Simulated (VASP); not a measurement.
**B2O: single point with PBE+D3(BJ)**

Crystal: B2O.

```
CELL_PARAMETERS angstrom
2.54558 0.00000 0.00000
-1.27279 2.20454 0.00000
0.00000 0.00000 9.67767
ATOMIC_POSITIONS crystal
B 0.00000 0.00000 0.40990
B 0.00000 0.00000 0.59010
B 0.66667 0.33333 0.02935
B 0.33333 0.66667 0.97065
O 0.66667 0.33333 0.35258
O 0.33333 0.66667 0.64742
```

```
Program                : VASP 6.6.1
Task                   : single point
Functional             : PBE
Dispersion             : D3(BJ)
Potentials or basis    : VASP PAW PBE potentials, release 64 (B, O)
Cutoff                 : 520 eV
k mesh                 : 18 × 18 × 4
Occupations            : gaussian, width 0.15 eV
Spin                   : no spin polarisation
Dipole correction      : no
Further INCAR settings : ALGO = Fast; EDIFF = 1e-06; NBANDS = 21
```

```yaml
Pressure: 0.2 GPa
Largest_force: 0.014 eV/Å
Band_gap_on_the_k_mesh: zero (bands 12 and 13 overlap by 4.23 eV)
Dispersion_energy_per_atom: -0.133 eV
```

Forces on the atoms (eV/Å):
```
B    0.000  0.000 -0.014
B    0.000  0.000  0.014
B    0.000  0.000  0.007
B    0.000  0.000 -0.007
O    0.000  0.000  0.006
O    0.000  0.000 -0.006
```

Stress tensor (GPa, compression positive):
```
 0.44  0.00  0.00
 0.00  0.44  0.00
 0.00  0.00 -0.20
```

Levels at points of the mesh, in eV from the Fermi level:
```
           k point  band 9  band 10  band 11  band 12  band 13  band 14  band 15  band 16
(0.00, 0.00, 0.00)   -5.80    -4.47    -2.24     3.48     3.69     3.69     4.24     5.18
(0.50, 0.00, 0.00)   -6.57    -6.53    -3.41    -0.07     0.81     2.06     3.16     4.74
(0.00, 0.00, 0.50)   -5.80    -4.88    -1.87     3.06     3.69     3.69     4.77     4.90
(0.50, 0.00, 0.50)   -6.57    -6.56    -3.39    -0.07     0.74     2.34     2.88     4.78
```

Wall time 4.1 min on 1 thread of Oxide Virtual Turin-like Processor (shared host), peak memory 0.23 GiB.
